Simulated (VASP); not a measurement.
Set up this calculation in VASP 6.6.1, as the native input.

| Item | Value |
| --- | --- |
| Task | single point |
| Functional | PBE |
| Potentials or basis | VASP PAW PBE potentials, release 64 (Ir, Au) |
| Cutoff | 520 eV |
| k mesh | 12 × 12 × 12 |
| Occupations | gaussian, width 0.1 eV |
| Spin | no spin polarisation |
| Dipole correction | no |
| Further INCAR settings | ALGO = Fast; EDIFF = 1e-07; NBANDS = 29 |

The structure of IrAu3 lies in POSCAR:

```
IrAu3
1.0
    0.0000000000      3.2453176651      3.2453176651
    3.2453176651      0.0000000000      3.2453176651
    3.2453176651      3.2453176651      0.0000000000
Ir Au
1 3
Direct
    0.0000000000      0.0000000000      0.0000000000
    0.7500000000      0.7500000000      0.7500000000
    0.5000000000      0.5000000000      0.5000000000
    0.2500000000      0.2500000000      0.2500000000
```

One way to write it, as run:

INCAR

```
PREC = Accurate
ENCUT = 520
EDIFF = 1E-7
ISMEAR = 0
SIGMA = 0.1
LREAL = False
LASPH = True
NELM = 80
ALGO = Fast
ISIF = 2
LWAVE = False
LCHARG = True
GGA = PE
LELF = True
LVHAR = True
NBANDS = 29
```

KPOINTS

```
regular mesh
0
Gamma
  12 12 12
```

Potentials or basis: VASP PAW PBE potentials, release 64 (Ir, Au).

Launch:

```sh
$ cat potpaw_PBE.64/Ir/POTCAR potpaw_PBE.64/Au/POTCAR > POTCAR
$ mpirun -np 1 vasp_std > vasp.out
```

Results of the run:

The pressure is -0.1 GPa. The band gap on the k mesh is zero (band 21 reaches 8.66 eV, above the bottom of band 22 at 8.43 eV).

Caveat: spin-orbit coupling is left out, which moves the levels of the heavy elements.

Run time: 67 s on 1 thread of Intel(R) Xeon(R) 6975P-C (Granite Rapids), on a shared host, peak memory 0.29 GiB.
